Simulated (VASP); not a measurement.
# PbS (P1) in VASP: single point with PBE

Aim: the single point of PbS with PBE.

Program: VASP 6.6.1. These are calculated values, not measurements. Logs are shortened: lines on timing, memory, paths and dates and some standing lists are left out, and cuts for length are marked.

## 1. The cell of the first run

The typed cell holds 2 atoms: a = 4.241 Å, b = 4.233 Å, c = 4.215 Å, α = 59.99°, β = 59.55°, γ = 59.61°.

## 2. Single point, PBE (atoms moved at random and the cell strained at random)

The input, INCAR:

```
PREC = Accurate
ENCUT = 520
EDIFF = 1E-6
ISMEAR = 0
SIGMA = 0.05
LREAL = False
LASPH = True
NELM = 60
ALGO = Normal
ISIF = 2
LWAVE = False
LCHARG = True
GGA = PE
LELF = True
LVHAR = True
NBANDS = 17
```

The input, KPOINTS:

```
Automatic mesh
0
Gamma
  10 10 10
```

The input, POSCAR:

```
PbS
1.0
    0.0128083774      2.9969965347      3.0010690440
    2.9801116445      0.0071172059      3.0067602155
    2.9688834150      2.9914594767      0.0183454355
Pb S
1 1
Direct
    0.5037303817      0.5089198494      0.5079260500
   -0.0037303817     -0.0089198494     -0.0079260500
```

Potentials or basis: VASP PAW PBE potentials, release 64 (Pb_d, S).

Launch:

```bash
> cat potpaw_PBE.64/Pb_d/POTCAR potpaw_PBE.64/S/POTCAR > POTCAR
> mpirun -np 1 vasp_std > vasp.out
```

OUTCAR:

```text
PREC = Accurate
   ENCUT = 520
   EDIFF = 1E-6
   ISMEAR = 0
   LREAL = False
   LASPH = True
   NELM = 60
   ISIF = 2
   GGA = PE

 ion  position               nearest neighbor table
   1  0.504  0.509  0.508-   2 2.87   2 2.92   2 2.92   2 3.06   2 3.07   2 3.07
   2  0.996  0.991  0.992-   1 2.87   1 2.92   1 2.92   1 3.06   1 3.07   1 3.07

  LATTYP: Found a triclinic cell.
 ALAT       =     4.1994107220
 B/A-ratio  =     1.0099734090
 C/A-ratio  =     1.0057108485
 COS(alpha) =     0.0013688350
 COS(beta)  =     0.4997755154
 COS(gamma) =     0.5013826068

  Lattice vectors:

 A1 = (   2.9560750376,  -0.0055370580,  -2.9827236085)
 A2 = (  -0.0128083774,  -2.9969965347,  -3.0010690440)
 A3 = (  -0.0112282295,   2.9843422708,  -2.9884147800)

Analysis of symmetry for initial positions (statically):
=====================================================================
 Subroutine PRICEL returns:
 Original cell was already a primitive cell.

 Routine SETGRP: Setting up the symmetry group for a
 triclinic supercell.

 Subroutine GETGRP returns: Found  1 space group operations
 (whereof  1 operations were pure point group operations)
 out of a pool of  2 trial point group operations.

The static configuration has the point symmetry C_1 .

Analysis of symmetry for dynamics (positions and initial velocities):
=====================================================================
 Subroutine PRICEL returns:
 Original cell was already a primitive cell.

 Routine SETGRP: Setting up the symmetry group for a
 triclinic supercell.

 Subroutine GETGRP returns: Found  1 space group operations
 (whereof  1 operations were pure point group operations)
 out of a pool of  2 trial point group operations.

The dynamic configuration has the point symmetry C_1 .

 Subroutine INISYM returns: Found  1 space group operations
 (whereof  1 operations are pure point group operations),
 and found     1 'primitive' translations

----------------------------------------------------------------------------------------

                                     Primitive cell

  volume of cell :      53.1651

  direct lattice vectors                    reciprocal lattice vectors
     0.012808377  2.996996535  3.001069044    -0.169180102  0.166877431  0.167285668
     2.980111644  0.007117206  3.006760215     0.167828170 -0.167583534  0.166639840
     2.968883415  2.991459477  0.018345435     0.169093955  0.167497387 -0.167991772

  length of vectors
     4.241293163  4.233405610  4.214669037     0.290610528  0.289860953  0.291323489

  position of ions in fractional coordinates (direct lattice)
     0.503730382  0.508919849  0.507926050
     0.996269618  0.991080151  0.992073950

  ion indices of the primitive-cell ions
   primitive index   ion index
                 1           1
                 2           2

----------------------------------------------------------------------------------------

 KPOINTS: Automatic mesh

Automatic generation of k-mesh.
 Grid dimensions read from file:
 generate k-points for:   10   10   10

 Generating k-lattice:

  Cartesian coordinates                     Fractional coordinates (reciprocal lattice)
    -0.016918010  0.016687743  0.016728567     0.100000000  0.000000000  0.000000000
     0.016782817 -0.016758353  0.016663984    -0.000000000  0.100000000 -0.000000000
     0.016909395  0.016749739 -0.016799177     0.000000000  0.000000000  0.100000000

  Length of vectors
     0.029061053  0.028986095  0.029132349

  Shift w.r.t. Gamma in fractional coordinates (k-lattice)
     0.000000000  0.000000000  0.000000000

 Subroutine IBZKPT returns following result:
 ===========================================

 Found    504 irreducible k-points:

 Following reciprocal coordinates:
            Coordinates               Weight
  0.000000  0.000000  0.000000      1.000000
  0.100000 -0.000000 -0.000000      2.000000
  0.200000 -0.000000 -0.000000      2.000000
  0.300000  0.000000 -0.000000      2.000000
  0.400000 -0.000000 -0.000000      2.000000
  0.500000 -0.000000 -0.000000      1.000000
[... 16 lines left out ...]
 -0.400000  0.200000  0.000000      2.000000
 -0.300000  0.200000  0.000000      2.000000
 [... further k-points ...]
   k-points           NKPTS =    504   k-points in BZ     NKDIM =    504   number of bands    NBANDS=     17
   number of dos      NEDOS =    301   number of ions     NIONS =      2
   total plane-waves  NPLWV =  32768
   dimension x,y,z NGX =    32 NGY =   32 NGZ =   32
   dimension x,y,z NGXF=    64 NGYF=   64 NGZF=   64
   ions per type =               1   1
   NGX,Y,Z   is equivalent  to a cutoff of  12.54, 12.57, 12.62 a.u.
   NGXF,Y,Z  is equivalent  to a cutoff of  25.09, 25.13, 25.24 a.u.
 SYSTEM =  unknown system
   PREC   = accura    normal or accurate (medium, high low for compatibility)
   ISTART =      0    job   : 0-new  1-cont  2-samecut
   ICHARG =      2    charge: 1-file 2-atom 10-const
   ISPIN  =      1    spin polarized calculation?
   LNONCOLLINEAR =      F non collinear calculations
   LSORBIT =      F    spin-orbit coupling
   LASPH  =      T    aspherical Exc in radial PAW
   ENCUT  =  520.0 eV  38.22 Ry    6.18 a.u.   7.89  7.87  7.84*2*pi/ulx,y,z
   NELM   =     60;   NELMIN=  2; NELMDL= -5     # of ELM steps
   EDIFF  = 0.1E-05   stopping-criterion for ELM
   LREAL  =      F    real-space projection
   EDIFFG = 0.1E-04   stopping-criterion for IOM
   NSW    =      0    number of steps for IOM
   IBRION =     -1    ionic relax: 0-MD 1-quasi-New 2-CG
   NFREE  =      0    steps in history (QN), initial steepest desc. (CG)
   ISIF   =      2    stress and relaxation
   ISYM   =      2    0-nonsym 1-usesym 2-fastsym
   POTIM  = 0.5000    time-step for ionic-motion
   TEBEG  =    0.0;   TEEND  =   0.0 temperature during run
   PSTRESS=    0.0 pullay stress
   NELECT =      20.0000    total number of electrons
   NUPDOWN=      -1.0000    fix difference up-down
   EMIN   =  10.00;   EMAX   =-10.00  energy-range for DOS
   EFERMI =   0.00;   METHOD = LEGACY
   ISMEAR =     0;   SIGMA  =   0.05  broadening in eV -4-tet -1-fermi 0-gaus
   EFERMI_NEDOS =   21; number of points for ismear=-14 and -15
   IALGO  =     38    algorithm
   IMIX   =      4    mixing-type and parameters
     AMIX     =   0.40;   BMIX     =  1.00
     AMIX_MAG =   1.60;   BMIX_MAG =  1.00
  volume/ion in A,a.u.               =      26.58       179.39
  Fermi-wavevector in a.u.,A,eV,Ry     =   1.181797  2.233272 19.002483  1.396643
  Thomas-Fermi vector in A             =   2.318063
   LORBIT       =      0    0 simple, 1 ext, 2 COOP (PROOUT), +10 PAW based schemes
   GGA     = PE    functional components
   LHFCALC =     F    Hartree Fock is set to
   AEXX    =    0.0000 exact exchange contribution
   IVDW    =     0    specifies the selected vdW correction
   LEPSILON=     F    determine dielectric tensor
   LRPA    =     F    only Hartree local field effects (RPA)
 non-spin polarized calculation
 Gauss-broadening in eV      SIGMA  =   0.05
  energy-cutoff  :      520.00
  volume of cell :       53.17
 maximum number of plane-waves:      1445
   NGX = 15   NGY = 15   NGZ = 15

 number of electron      19.9999999 magnetization

 Free energy of the ion-electron system (eV)
  ---------------------------------------------------
  ext. energy  EPLUGINS =         0.00000000
  ---------------------------------------------------
  free energy    TOTEN  =        -8.75975587 eV

  energy without entropy =       -8.75975587  energy(sigma->0) =       -8.75975587

 E-fermi :   5.7369     XC(G=0):  -9.5890

 val. band max:        5.5355357281   @ k =   0.5000  -0.0000  -0.0000
 cond. band min:       6.0203338128   @ k =   0.5000  -0.0000  -0.0000
 fundamental gap:      0.4847980847
 Fermi energy:         5.7368575421

 k-point     1 :       0.0000    0.0000    0.0000
  band No.  band energies     occupation
      1     -11.2096      2.00000
      2     -11.2059      2.00000
      3     -11.2051      2.00000
      4     -11.1952      2.00000
      5     -11.1892      2.00000
      6      -7.8780      2.00000
[... 9 lines left out ...]
     16      12.5125      0.00000
     17      14.2932      0.00000

 k-point     2 :       0.1000   -0.0000   -0.0000
  band No.  band energies     occupation
      1     -11.2080      2.00000
      2     -11.2049      2.00000
      3     -11.2027      2.00000
      4     -11.1957      2.00000
      5     -11.1906      2.00000
      6      -7.7939      2.00000
[... 9 lines left out ...]
     16      12.7082      0.00000
     17      15.1417      0.00000

 k-point     3 :       0.2000   -0.0000   -0.0000
  band No.  band energies     occupation
      1     -11.2092      2.00000
      2     -11.2067      2.00000
      3     -11.2029      2.00000
      4     -11.1882      2.00000
      5     -11.1871      2.00000
      6      -7.5531      2.00000
[... 9 lines left out ...]
     16      13.2023      0.00000
     17      16.5749      0.00000

 k-point     4 :       0.3000    0.0000   -0.0000
  band No.  band energies     occupation
      1     -11.2167      2.00000
      2     -11.2141      2.00000
      3     -11.2030      2.00000
      4     -11.1771      2.00000
      5     -11.1739      2.00000
      6      -7.1986      2.00000
[... 9 lines left out ...]
     16      14.0403      0.00000
     17      17.8463      0.00000
[... 343 lines left out ...]
      1     -11.2597      2.00000
      2     -11.2053      2.00000
      3     -11.1975      2.00000
      4     -11.1743      2.00000
      5     -11.1592      2.00000
      6      -6.5548      2.00000
[... 9 lines left out ...]
     16      16.1465      0.00000
     17      16.6164      0.00000

 k-point    23 :      -0.4000    0.2000    0.0000
  band No.  band energies     occupation
      1     -11.2525      2.00000
      2     -11.2081      2.00000
      3     -11.1930      2.00000
      4     -11.1746      2.00000
      5     -11.1644      2.00000
      6      -6.5058      2.00000
[... 9 lines left out ...]
     16      15.1101      0.00000
     17      17.2624      0.00000

 k-point    24 :      -0.3000    0.2000    0.0000
  band No.  band energies     occupation
      1     -11.2388      2.00000
      2     -11.2089      2.00000
      3     -11.1951      2.00000
      4     -11.1763      2.00000
      5     -11.1715      2.00000
      6      -6.7294      2.00000
[... 9 lines left out ...]
     16      15.5208      0.00000
     17      16.5949      0.00000

 [... further k-points ...]

------------------------ aborting loop because EDIFF is reached ----------------------------------------

  FORCE on cell =-STRESS in cart. coord.  units (eV):
  Direction    XX          YY          ZZ          XY          YZ          ZX
  --------------------------------------------------------------------------------------
  -------------------------------------------------------------------------------------
  Total        0.7105854      0.3372226      0.2966836      0.0212116     -0.0073090     -0.0237922
  in kB       21.4141360     10.1625090      8.9408302      0.6392303     -0.2202631     -0.7169995
  external PRESSURE =      13.5058251 kB  Pullay stress =       0.0000000 kB

 VOLUME and BASIS-vectors are now :
 -----------------------------------------------------------------------------
  energy-cutoff  :      520.00
  volume of cell :       53.17
      direct lattice vectors                 reciprocal lattice vectors
     0.012808377  2.996996535  3.001069044    -0.169180102  0.166877431  0.167285668
     2.980111644  0.007117206  3.006760215     0.167828170 -0.167583534  0.166639840
     2.968883415  2.991459477  0.018345435     0.169093955  0.167497387 -0.167991772

 POSITION                                       TOTAL-FORCE (eV/Angst)
 -----------------------------------------------------------------------------------
      3.03106      3.03274      3.05125        -0.071132     -0.033931     -0.031845
      5.91164      5.96062      5.98801         0.071132      0.033931      0.031845
 -----------------------------------------------------------------------------------
    total drift:                                0.000003     -0.000253     -0.000174

  FREE ENERGIE OF THE ION-ELECTRON SYSTEM (eV)
  ---------------------------------------------------
  free  energy   TOTEN  =        -8.7597558723 eV

  energy  without entropy=       -8.7597558723  energy(sigma->0) =       -8.75975587
```

Wall time 7.1 min (1 thread of Intel Xeon 8259CL, shared host); peak memory 0.52 GiB.

Results:

| Item | Value |
| --- | --- |
| Free energy | -8.7598 eV |
| Pressure | 1.4 GPa |
| Largest force | 0.085 eV/Å |
| Band gap on the k mesh | 0.48 eV |

Forces on the atoms (eV/Å):
```
Pb  -0.071 -0.034 -0.032
S    0.071  0.034  0.032
```

Caveat: the cell differs from its parent crystal (atoms moved at random and the cell strained at random); spin-orbit coupling is left out, which moves the levels of the heavy elements.
